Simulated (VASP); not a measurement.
Input of a VASP 6.6.1 run:

INCAR

```
SYSTEM = Be
PREC     = Accurate       ! precision mode
ENCUT    = 520            ! plane-wave cutoff, eV
EDIFF    = 1E-6           ! SCF threshold, eV
ISMEAR   = -1             ! smearing method
SIGMA    = 0.1            ! smearing width, eV
LREAL    = .FALSE.        ! projectors in reciprocal space
LASPH    = .TRUE.         ! aspherical terms in the spheres
NELM     = 100            ! most SCF steps
ALGO     = Normal         ! electronic algorithm
ISIF     = 2              ! what is computed and relaxed
LWAVE    = .FALSE.        ! write WAVECAR
LCHARG   = .FALSE.        ! write CHGCAR
GGA      = PE             ! functional
NBANDS   = 9              ! bands
```

KPOINTS

```
Automatic mesh
0
G
  26 26 15
  0 0 0
```

Contents of POSCAR:

```
Be
1.0
    2.3245485913      0.0000000000      0.0000000000
   -1.1622742957      2.0131181324      0.0000000000
    0.0000000000      0.0000000000      3.6511786177
Be
2
Direct
    0.3333333333      0.6666666667      0.2500000000
    0.6666666667      0.3333333333      0.7500000000
```

Potentials or basis: VASP PAW PBE potentials, release 64 (Be).

Command:

```sh
$ cat potpaw_PBE.64/Be/POTCAR > POTCAR
$ mpirun -np 1 vasp_std > vasp.out
```

Problem. Predict the pressure.

Solution. -8.3 GPa.

Problem. Estimate the band gap on the k mesh.

Solution. Zero (band 2 reaches 7.47 eV, above the bottom of band 3 at 5.84 eV).

Stress tensor (GPa, compression positive):
```
-8.21  0.00  0.00
 0.00 -8.21  0.00
 0.00  0.00 -8.34
```
